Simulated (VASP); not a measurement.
Runs of VASP 6.6.1 on K. Symmetry: Pm-3m, No. 221, cubic system. Conventional cell: a = 4.310 Å, b = 4.310 Å, c = 4.310 Å, α = 90.00°, β = 90.00°, γ = 90.00°. Within 5.7 Å of K (site symmetry m-3m) lie 6 K at 4.31 Å. 

| k mesh | gap on the mesh (eV) | pressure (GPa) |
| --- | --- | --- |
| 5 × 5 × 5 | none | -0.1 |
| 7 × 7 × 7 | none | -0.1 |
| 4 × 4 × 4 | none | (a) |
| 2 × 2 × 2 | none | 0.3 |
| 3 × 3 × 3 | none | -0.1 |

Alike in all rows: task single point; level PBEsol; potentials or basis VASP PAW PBE potentials, release 64 (K_sv); no spin polarisation; cell as given; cutoff (eV) 500; smearing fermi-dirac 0.1 eV.

Q: Fill in the values left out.

A: (a) -0.2.

Caveats: some runs use coarse meshes; the PAW data sets were made with another functional, which shifts forces and pressure a little.

A gap of «none» marks levels without a gap at the run's occupations.
